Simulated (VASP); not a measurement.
# Ag (I4/mmm) in VASP: further runs

The runs below take Ag through single point, with PBEsol.

All numbers are computed with VASP 6.6.1; they aren't measurements. Logs are shortened: lines on timing, memory, paths and dates and some standing lists are left out, and cuts for length are marked.

**1. The cell of the first run**

It takes space group I4/mmm (No. 139, tetragonal). The conventional cell has a = 3.306 Å, b = 3.306 Å, c = 3.144 Å, α = 90.00°, β = 90.00°, γ = 90.00°. Within 3.7 Å of Ag (site symmetry 4/mmm) lie 14 Ag at 2.82 to 3.31 Å.

**2. Single point, PBEsol (strain +0.025 along x and y, -0.025 along z)**

The input, INCAR:

```
SYSTEM = Ag
PREC = Accurate
ENCUT = 520
EDIFF = 1E-6
ISMEAR = 0
SIGMA = 0.15
LREAL = .FALSE.
LASPH = .TRUE.
NELM = 60
ALGO = Fast
ISIF = 2
LWAVE = .FALSE.
LCHARG = .FALSE.
GGA = PS
NBANDS = 12
```

The input, KPOINTS:

```
Automatic mesh
0
G
  26 26 26
  0 0 0
```

The input, POSCAR:

```
Ag
1.0
   -1.6528712605      1.6528712605      1.5722433941
    1.6528712605     -1.6528712605      1.5722433941
    1.6528712605      1.6528712605     -1.5722433941
Ag
1
Direct
    0.0000000000      0.0000000000      0.0000000000
```

Potentials or basis: VASP PAW PBE potentials, release 64 (Ag).

Command:

```console
> cat potpaw_PBE.64/Ag/POTCAR > POTCAR
> mpirun -np 1 vasp_std > vasp.out
```

OUTCAR:

```text
SYSTEM = Ag
   PREC = Accurate
   ENCUT = 520
   EDIFF = 1E-6
   ISMEAR = 0
   LREAL = .FALSE.
   LASPH = .TRUE.
   NELM = 60
   ISIF = 2
   GGA = PS

 ion  position               nearest neighbor table
   1  0.000  0.000  0.000-

  LATTYP: Found a body centered tetragonal cell.
 ALAT       =     3.3057425210
 C/A-ratio  =     0.9512195122

  Lattice vectors:

 A1 = (  -1.6528712605,   1.6528712605,   1.5722433941)
 A2 = (   1.6528712605,  -1.6528712605,   1.5722433941)
 A3 = (   1.6528712605,   1.6528712605,  -1.5722433941)

Analysis of symmetry for initial positions (statically):
=====================================================================
 Subroutine PRICEL returns:
 Original cell was already a primitive cell.

 Routine SETGRP: Setting up the symmetry group for a
 body centered tetragonal supercell.

 Subroutine GETGRP returns: Found 16 space group operations
 (whereof 16 operations were pure point group operations)
 out of a pool of 16 trial point group operations.

The static configuration has the point symmetry D_4h.

Analysis of symmetry for dynamics (positions and initial velocities):
=====================================================================
 Subroutine PRICEL returns:
 Original cell was already a primitive cell.

 Routine SETGRP: Setting up the symmetry group for a
 body centered tetragonal supercell.

 Subroutine GETGRP returns: Found 16 space group operations
 (whereof 16 operations were pure point group operations)
 out of a pool of 16 trial point group operations.

The dynamic configuration has the point symmetry D_4h.

 Subroutine INISYM returns: Found 16 space group operations
 (whereof 16 operations are pure point group operations),
 and found     1 'primitive' translations

----------------------------------------------------------------------------------------

                                     Primitive cell

  volume of cell :      17.1814

  direct lattice vectors                    reciprocal lattice vectors
    -1.652871260  1.652871260  1.572243394     0.000000000  0.302503898  0.318016919
     1.652871260 -1.652871260  1.572243394     0.302503898  0.000000000  0.318016919
     1.652871260  1.652871260 -1.572243394     0.302503898  0.302503898  0.000000000

  length of vectors
     2.817075806  2.817075806  2.817075806     0.438911573  0.438911573  0.427805116

  position of ions in fractional coordinates (direct lattice)
     0.000000000  0.000000000  0.000000000

  ion indices of the primitive-cell ions
   primitive index   ion index
                 1           1

[... 85 lines left out ...]
   EFERMI =   0.00;   METHOD = LEGACY
   ISMEAR =     0;   SIGMA  =   0.15  broadening in eV -4-tet -1-fermi 0-gaus
   EFERMI_NEDOS =   21; number of points for ismear=-14 and -15
   IALGO  =     68    algorithm
   IMIX   =      4    mixing-type and parameters
     AMIX     =   0.40;   BMIX     =  1.00
     AMIX_MAG =   1.60;   BMIX_MAG =  1.00
  volume/ion in A,a.u.               =      17.18       115.95
  Fermi-wavevector in a.u.,A,eV,Ry     =   1.410977  2.666359 27.087223  1.990855
  Thomas-Fermi vector in A             =   2.532875
   LORBIT       =      0    0 simple, 1 ext, 2 COOP (PROOUT), +10 PAW based schemes
   GGA     = PS    functional components
   LHFCALC =     F    Hartree Fock is set to
   AEXX    =    0.0000 exact exchange contribution
   IVDW    =     0    specifies the selected vdW correction
   LEPSILON=     F    determine dielectric tensor
   LRPA    =     F    only Hartree local field effects (RPA)
 non-spin polarized calculation
 RMM-DIIS sequential band-by-band and
 Gauss-broadening in eV      SIGMA  =   0.15
  energy-cutoff  :      520.00
  volume of cell :       17.18
 maximum number of plane-waves:       482
 NGX is ok and might be reduce to    24
   NGX = 11   NGY = 11   NGZ = 11

 number of electron      10.9999999 magnetization

 Free energy of the ion-electron system (eV)
  ---------------------------------------------------
  ext. energy  EPLUGINS =         0.00000000
  ---------------------------------------------------
  free energy    TOTEN  =        -3.27057170 eV

  energy without entropy =       -3.26683394  energy(sigma->0) =       -3.26870282

 E-fermi :   8.1263     XC(G=0): -12.3659

 val. band max:        8.1214911087   @ k =   0.2308   0.1923   0.0769
 cond. band min:       8.1273954690   @ k =   0.5000   0.0000   0.0000
 fundamental gap:      0.0059043603
 Fermi energy:         8.1262562888

 k-point     1 :       0.0000    0.0000    0.0000
  band No.  band energies     occupation
      1       0.3595      2.00000
      2       3.1183      2.00000
      3       3.3572      2.00000
      4       3.3572      2.00000
      5       4.4491      2.00000
      6       4.7204      2.00000
      7      25.7317      0.00000
      8      25.7317      0.00000
      9      26.6728      0.00000
     10      31.8271      0.00000
     11      31.8272      0.00000
     12      32.2215      0.00000
[... 331 lines left out ...]
 k-point    24 :       0.3846    0.0385   -0.0000
  band No.  band energies     occupation
      1       1.8776      2.00000
      2       2.4818      2.00000
      3       4.4968      2.00000
      4       4.8003      2.00000
      5       5.2659      2.00000
      6       6.7637      2.00000
      7      14.4225      0.00000
      8      21.4582      0.00000
      9      22.5646      0.00000
     10      27.7286      0.00000
     11      28.9161      0.00000
     12      32.6591      0.00000

 [... further k-points ...]

------------------------ aborting loop because EDIFF is reached ----------------------------------------

  FORCE on cell =-STRESS in cart. coord.  units (eV):
  Direction    XX          YY          ZZ          XY          YZ          ZX
  --------------------------------------------------------------------------------------
  -------------------------------------------------------------------------------------
  Total       -0.2689880     -0.2689880     -0.3209394      0.0000000     -0.0000000      0.0000000
  in kB      -25.0833547    -25.0833547    -29.9278712      0.0000000     -0.0000000      0.0000000
  external PRESSURE =     -26.6981935 kB  Pullay stress =       0.0000000 kB

 VOLUME and BASIS-vectors are now :
 -----------------------------------------------------------------------------
  energy-cutoff  :      520.00
  volume of cell :       17.18
      direct lattice vectors                 reciprocal lattice vectors
    -1.652871260  1.652871260  1.572243394     0.000000000  0.302503898  0.318016919
     1.652871260 -1.652871260  1.572243394     0.302503898  0.000000000  0.318016919
     1.652871260  1.652871260 -1.572243394     0.302503898  0.302503898  0.000000000

 POSITION                                       TOTAL-FORCE (eV/Angst)
 -----------------------------------------------------------------------------------
      0.00000      0.00000      0.00000         0.000000      0.000000      0.000000
 -----------------------------------------------------------------------------------
    total drift:                               -0.000000      0.000000      0.000000

  FREE ENERGIE OF THE ION-ELECTRON SYSTEM (eV)
  ---------------------------------------------------
  free  energy   TOTEN  =        -3.2705716954 eV

  energy  without entropy=       -3.2668339448  energy(sigma->0) =       -3.26870282
```

stdout:

```text
POSCAR found type information on POSCAR Ag
 POSCAR found :  1 types and       1 ions
 scaLAPACK will be used
 -----------------------------------------------------------------------------
|                                                                             |
|                                                                             |
|     You enforced a specific xc type in the INCAR file but a different       |
|     I HOPE YOU KNOW WHAT YOU ARE DOING!                                     |
|                                                                             |
 -----------------------------------------------------------------------------

 LDA part: xc-table for (Slater+PW92), standard interpolation
 POSCAR, INCAR and KPOINTS ok, starting setup
 FFT: planning ... GRIDC
 FFT: planning ... GRID_SOFT
 FFT: planning ... GRID
 WAVECAR not read
 entering main loop
WARNING in EDDRMM: call to ZHEGV failed, returncode =   8  4     12
```

Run time: 65 s. Hardware: 1 thread of Intel Xeon 6975P-C (Granite Rapids), shared host; peak memory 0.37 GiB.

Results:

```yaml
Free_energy: -3.2706 eV
Pressure: -2.7 GPa
```

Caveat: the cell differs from its parent crystal (strain +0.025 along x and y, -0.025 along z); the PAW data sets were made with another functional, which shifts forces and pressure a little.

**3. Single point, PBEsol (strain +0.000 along x and y, +0.050 along z)**

The input, INCAR:

```
PREC = Accurate
ENCUT = 520
EDIFF = 1E-7
ISMEAR = 0
SIGMA = 0.15
LREAL = False
LASPH = True
NELM = 100
ALGO = Fast
ISIF = 2
LWAVE = False
LCHARG = False
GGA = PS
NBANDS = 12
```

The input, KPOINTS:

```
regular mesh
0
Gamma
  26 26 26
```

The input, POSCAR:

```
Ag
1.0
   -1.6125573273      1.6125573273      1.6931851937
    1.6125573273     -1.6125573273      1.6931851937
    1.6125573273      1.6125573273     -1.6931851937
Ag
1
Direct
    0.0000000000      0.0000000000      0.0000000000
```

Potentials or basis: VASP PAW PBE potentials, release 64 (Ag).

Command:

```console
> cat potpaw_PBE.64/Ag/POTCAR > POTCAR
> mpirun -np 1 vasp_std > vasp.out
```

It took 73 s on 1 thread of Intel Xeon 6975P-C (Granite Rapids), shared host; peak memory 0.37 GiB.

The run converged. Its results:

* Free energy: -3.2604 eV
* Pressure: -5.1 GPa

Stress tensor (GPa, compression positive):
```
-5.32  0.00  0.00
 0.00 -5.32  0.00
 0.00  0.00 -4.61
```

Levels at points of the mesh, in eV from the Fermi level:
```
           k point  band 2  band 3  band 4  band 5  band 6  band 7  band 8  band 9  band 10  band 11
(0.00, 0.00, 0.00)   -4.83   -4.83   -4.63   -3.62   -3.39   17.31   18.08   18.08    22.78    23.86
(0.50, 0.00, 0.00)   -5.43   -3.69   -3.36   -2.56   -0.14    3.81   13.46   14.53    19.88    21.14
(0.50, 0.50, 0.00)   -5.67   -3.39   -3.30   -2.51    0.14    4.27   12.69   13.44    19.07    19.97
(0.50, 0.50, 0.50)   -6.13   -2.81   -2.74   -2.74    5.85    7.22    7.22   11.79    13.37    13.70
```

Caveat: the cell differs from its parent crystal (strain +0.000 along x and y, +0.050 along z); the PAW data sets were made with another functional, which shifts forces and pressure a little.
